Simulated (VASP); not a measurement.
# Ru in VASP: notebook

The runs below take Ru through single point, relaxation of cell and atoms, with PBE.

Program: VASP 6.6.1. These are calculated values, not measurements. Logs are shortened: lines on timing, memory, paths and dates and some standing lists are left out, and cuts for length are marked.

## Step 1: The cell of the first run

It takes space group Fm-3m (No. 225, cubic). The conventional cell has a = 3.811 Å, b = 3.811 Å, c = 3.811 Å, α = 90.00°, β = 90.00°, γ = 90.00°. Within 3.6 Å of Ru (site symmetry m-3m) lie 12 Ru at 2.69 Å.

This isn't the form of Ru at room conditions, which is hcp.

## Step 2: Single point, PBE

Input file INCAR:

```
ALGO     = Fast           # electronic algorithm
EDIFF    = 1E-6           # SCF threshold, eV
ENCUT    = 520            # plane-wave cutoff, eV
GGA      = PE             # functional
ISIF     = 2              # what is computed and relaxed
ISMEAR   = 0              # smearing method
LASPH    = True           # aspherical terms in the spheres
LCHARG   = False          # write CHGCAR
LREAL    = False          # projectors in reciprocal space
LWAVE    = False          # write WAVECAR
NBANDS   = 13             # bands
NELM     = 100            # most SCF steps
PREC     = Accurate       # precision mode
SIGMA    = 0.1            # smearing width, eV
```

Input file KPOINTS:

```
k-points
0
Gamma
  28 28 28
```

Input file POSCAR:

```
Ru
1.0
   -1.3472292529      1.3472292529      1.9053311277
    1.3472292529     -1.3472292529      1.9053311277
    1.3472292529      1.3472292529     -1.9053311277
Ru
1
Direct
    0.0000000000      0.0000000000      0.0000000000
```

Potentials or basis: VASP PAW PBE potentials, release 64 (Ru_pv).

On the command line:

```console
> cat potpaw_PBE.64/Ru_pv/POTCAR > POTCAR
> mpirun -np 1 vasp_std > vasp.out
```

OUTCAR:

```text
EDIFF = 1E-6
   ENCUT = 520
   GGA = PE
   ISIF = 2
   ISMEAR = 0
   LASPH = True
   LREAL = False
   NELM = 100
   PREC = Accurate

 ion  position               nearest neighbor table
   1  0.000  0.000  0.000-

  LATTYP: Found a body centered tetragonal cell.
 ALAT       =     2.6944585058
 C/A-ratio  =     1.4142590235

  Lattice vectors:

 A1 = (  -1.3472292529,   1.3472292529,   1.9053311277)
 A2 = (   1.3472292529,  -1.3472292529,   1.9053311277)
 A3 = (   1.3472292529,   1.3472292529,  -1.9053311277)

Analysis of symmetry for initial positions (statically):
=====================================================================
 Subroutine PRICEL returns:
 Original cell was already a primitive cell.

 Routine SETGRP: Setting up the symmetry group for a
 body centered tetragonal supercell.

 Subroutine GETGRP returns: Found 16 space group operations
 (whereof 16 operations were pure point group operations)
 out of a pool of 16 trial point group operations.

The static configuration has the point symmetry D_4h.

Analysis of symmetry for dynamics (positions and initial velocities):
=====================================================================
 Subroutine PRICEL returns:
 Original cell was already a primitive cell.

 Routine SETGRP: Setting up the symmetry group for a
 body centered tetragonal supercell.

 Subroutine GETGRP returns: Found 16 space group operations
 (whereof 16 operations were pure point group operations)
 out of a pool of 16 trial point group operations.

The dynamic configuration has the point symmetry D_4h.

 Subroutine INISYM returns: Found 16 space group operations
 (whereof 16 operations are pure point group operations),
 and found     1 'primitive' translations

----------------------------------------------------------------------------------------

                                     Primitive cell

  volume of cell :      13.8329

  direct lattice vectors                    reciprocal lattice vectors
    -1.347229253  1.347229253  1.905331128     0.000000000  0.371132084  0.262421577
     1.347229253 -1.347229253  1.905331128     0.371132084  0.000000000  0.262421577
     1.347229253  1.347229253 -1.905331128     0.371132084  0.371132084  0.000000000

  length of vectors
     2.694501814  2.694501814  2.694501814     0.454537246  0.454537246  0.524860026

  position of ions in fractional coordinates (direct lattice)
     0.000000000  0.000000000  0.000000000

  ion indices of the primitive-cell ions
[... 83 lines left out ...]
   TEBEG  =    0.0;   TEEND  =   0.0 temperature during run
   PSTRESS=    0.0 pullay stress
   NELECT =      14.0000    total number of electrons
   NUPDOWN=      -1.0000    fix difference up-down
   EMIN   =  10.00;   EMAX   =-10.00  energy-range for DOS
   EFERMI =   0.00;   METHOD = LEGACY
   ISMEAR =     0;   SIGMA  =   0.10  broadening in eV -4-tet -1-fermi 0-gaus
   EFERMI_NEDOS =   21; number of points for ismear=-14 and -15
   IALGO  =     68    algorithm
   IMIX   =      4    mixing-type and parameters
     AMIX     =   0.40;   BMIX     =  1.00
     AMIX_MAG =   1.60;   BMIX_MAG =  1.00
  volume/ion in A,a.u.               =      13.83        93.35
  Fermi-wavevector in a.u.,A,eV,Ry     =   1.643664  3.106074 36.757922  2.701631
  Thomas-Fermi vector in A             =   2.733760
   LORBIT       =      0    0 simple, 1 ext, 2 COOP (PROOUT), +10 PAW based schemes
   GGA     = PE    functional components
   LHFCALC =     F    Hartree Fock is set to
   AEXX    =    0.0000 exact exchange contribution
   IVDW    =     0    specifies the selected vdW correction
   LEPSILON=     F    determine dielectric tensor
   LRPA    =     F    only Hartree local field effects (RPA)
 non-spin polarized calculation
 RMM-DIIS sequential band-by-band and
 Gauss-broadening in eV      SIGMA  =   0.10
  energy-cutoff  :      520.00
  volume of cell :       13.83
 maximum number of plane-waves:       388
   NGX =  9   NGY =  9   NGZ =  9

 number of electron      14.0000002 magnetization

 Free energy of the ion-electron system (eV)
  ---------------------------------------------------
  ext. energy  EPLUGINS =         0.00000000
  ---------------------------------------------------
  free energy    TOTEN  =        -9.12356210 eV

  energy without entropy =       -9.11758716  energy(sigma->0) =       -9.12057463

 E-fermi :  12.4071     XC(G=0): -14.0030

 val. band max:       12.4030200907   @ k =  -0.1071   0.2857   0.1071
 cond. band min:      12.4082049524   @ k =  -0.3214   0.0714   0.0357
 fundamental gap:      0.0051848617
 Fermi energy:        12.4070602446

 k-point     1 :       0.0000    0.0000    0.0000
  band No.  band energies     occupation
      1     -30.0087      2.00000
      2     -30.0087      2.00000
      3     -30.0087      2.00000
      4       4.6230      2.00000
      5       9.9090      2.00000
      6       9.9094      2.00000
      7       9.9094      2.00000
      8      12.2886      1.90606
      9      12.2891      1.90477
     10      22.9747      0.00000
     11      27.4891      0.00000
     12      33.1284      0.00000
     13      33.1289      0.00000
[... 354 lines left out ...]
  band No.  band energies     occupation
      1     -30.7680      2.00000
      2     -30.1278      2.00000
      3     -30.1039      2.00000
      4       6.7160      2.00000
      5      10.0708      2.00000
      6      10.1096      2.00000
      7      10.7464      2.00000
      8      12.9437      0.00000
      9      13.4606      0.00000
     10      22.9741      0.00000
     11      25.4632      0.00000
     12      28.7226      0.00000
     13      35.2203      0.00000

 [... further k-points ...]

------------------------ aborting loop because EDIFF is reached ----------------------------------------

  FORCE on cell =-STRESS in cart. coord.  units (eV):
  Direction    XX          YY          ZZ          XY          YZ          ZX
  --------------------------------------------------------------------------------------
  -------------------------------------------------------------------------------------
  Total       -0.0169439     -0.0169439     -0.0176124      0.0000000     -0.0000000      0.0000000
  in kB       -1.9624996     -1.9624996     -2.0399371      0.0000000     -0.0000000      0.0000000
  external PRESSURE =      -1.9883121 kB  Pullay stress =       0.0000000 kB

 VOLUME and BASIS-vectors are now :
 -----------------------------------------------------------------------------
  energy-cutoff  :      520.00
  volume of cell :       13.83
      direct lattice vectors                 reciprocal lattice vectors
    -1.347229253  1.347229253  1.905331128     0.000000000  0.371132084  0.262421577
     1.347229253 -1.347229253  1.905331128     0.371132084  0.000000000  0.262421577
     1.347229253  1.347229253 -1.905331128     0.371132084  0.371132084  0.000000000

 POSITION                                       TOTAL-FORCE (eV/Angst)
 -----------------------------------------------------------------------------------
      0.00000      0.00000      0.00000        -0.000000      0.000000      0.000000
 -----------------------------------------------------------------------------------
    total drift:                                0.000000     -0.000000      0.000000

  FREE ENERGIE OF THE ION-ELECTRON SYSTEM (eV)
  ---------------------------------------------------
  free  energy   TOTEN  =        -9.1235620989 eV

  energy  without entropy=       -9.1175871645  energy(sigma->0) =       -9.12057463
```

OSZICAR:

```text
N       E                     dE             d eps       ncg     rms          rms(c)
DAV:   1     0.106056941119E+03    0.10606E+03   -0.83971E+03 42886   0.114E+03
DAV:   2    -0.853533443585E+01   -0.11459E+03   -0.11004E+03 46184   0.324E+02
DAV:   3    -0.979211859221E+01   -0.12568E+01   -0.12524E+01 47709   0.373E+01
DAV:   4    -0.979578296119E+01   -0.36644E-02   -0.36643E-02 46284   0.217E+00
DAV:   5    -0.979580712414E+01   -0.24163E-04   -0.24165E-04 48394   0.160E-01    0.120E+01
RMM:   6    -0.916729624174E+01    0.62851E+00   -0.96732E-01 43325   0.977E+00    0.322E+00
RMM:   7    -0.912716480009E+01    0.40131E-01   -0.92614E-02 43821   0.311E+00    0.760E-01
RMM:   8    -0.912357710892E+01    0.35877E-02   -0.79838E-03 46607   0.103E+00    0.114E-01
RMM:   9    -0.912356207577E+01    0.15033E-04   -0.80240E-04 49935   0.335E-01    0.510E-02
RMM:  10    -0.912356817581E+01   -0.61000E-05   -0.92119E-05 49708   0.128E-01    0.127E-02
RMM:  11    -0.912356117951E+01    0.69963E-05   -0.31946E-05 50783   0.707E-02    0.237E-03
RMM:  12    -0.912356209889E+01   -0.91938E-06   -0.52206E-06 43438   0.318E-02
   1 F= -.91235621E+01 E0= -.91205746E+01  d E =-.597493E-02
```

stdout:

```text
POSCAR found type information on POSCAR Ru
 POSCAR found :  1 types and       1 ions
 scaLAPACK will be used
 LDA part: xc-table for (Slater+PW92), standard interpolation
 POSCAR, INCAR and KPOINTS ok, starting setup
 FFT: planning ... GRIDC
 FFT: planning ... GRID_SOFT
 FFT: planning ... GRID
 WAVECAR not read
 entering main loop
```

It took 5.2 min on 1 thread of Intel Xeon 8259CL, shared host; peak memory 0.37 GiB.

What came out:

```yaml
Free_energy: -9.1236 eV
Pressure: -0.2 GPa
Band_gap_on_the_k_mesh: zero (bands 7 and 8 overlap by 3.43 eV)
```

## Step 3: Relaxation of cell and atoms, PBE

Input file INCAR:

```
SYSTEM = Ru
  PREC = Accurate
  ENCUT = 600
  EDIFF = 1E-7
  ISMEAR = 0
  SIGMA = 0.1
  LREAL = .FALSE.
  LASPH = .TRUE.
  NELM = 60
  ALGO = Fast
  ISIF = 3
  LWAVE = .FALSE.
  LCHARG = .FALSE.
  GGA = PE
  IBRION = 2
  NSW = 100
  EDIFFG = -0.01
```

Input file KPOINTS:

```
regular mesh
0
G
  28 28 28
  0 0 0
```

Input file POSCAR:

```
Ru
1.0
   -1.3530584832      1.3530584832      1.8922357253
    1.3530584832     -1.3530584832      1.8922357253
    1.3530584832      1.3530584832     -1.8922357253
Ru
1
Direct
    0.0000000000      0.0000000000      0.0000000000
```

Potentials or basis: VASP PAW PBE potentials, release 64 (Ru_pv).

On the command line:

```console
> cat potpaw_PBE.64/Ru_pv/POTCAR > POTCAR
> mpirun -np 1 vasp_std > vasp.out
```

Wall time 25 min (1 thread of Intel Xeon 8259CL, shared host); peak memory 0.45 GiB.

Results (log left out):

| Quantity | Value |
| --- | --- |
| Free energy | -9.1238 eV |
| Relaxed volume | 13.83 Å³/atom |
| Relaxed cell | a = 2.694 Å, b = 2.694 Å, c = 2.694 Å, α = 120.00°, β = 120.00°, γ = 90.00° |
| Space group after relaxing (to 0.1 Å) | Fm-3m (No. 225) |
| Energy gained by relaxing | 0.9 meV/atom |
| Ionic steps | 5 |
| Pressure after relaxing | 0.0 GPa |
| Band gap on the k mesh | zero (bands 7 and 8 overlap by 3.43 eV) |

The path:
```
step  energy change (eV)  largest force (eV/Å)  pressure (GPa)  volume (Å³)
   1              0.0000                0.0000           -0.64        13.86
   2             -0.0005                0.0000            1.85        13.75
   3             -0.0007                0.0000            0.92        13.79
   4             -0.0006                0.0000           -1.11        13.88
   5             -0.0009                0.0000            0.01        13.83
```

Final structure:
```
Ru
1.0
    -1.34703    1.34703    1.90497
     1.34703   -1.34703    1.90497
     1.34703    1.34703   -1.90497
Ru
1
Cartesian
  0.0000 0.0000 0.0000
```

Levels at points of the mesh, in eV from the Fermi level:
```tsv
k point	band 5	band 6	band 7	band 8	band 9	band 10
(0.00, 0.00, 0.00)	-2.50	-2.50	-2.50	-0.12	-0.12	10.57
(0.50, 0.00, 0.00)	-2.62	-2.62	1.03	1.70	1.70	9.88
(0.50, 0.50, 0.00)	-5.75	1.66	2.20	2.20	3.63	10.57
(0.50, 0.50, 0.50)	-5.75	1.66	2.20	2.20	3.63	10.57
```

(Part 1 of 2 ends here.)

The gap in the log of VASP goes by the Fermi energy; the results here count the filled bands.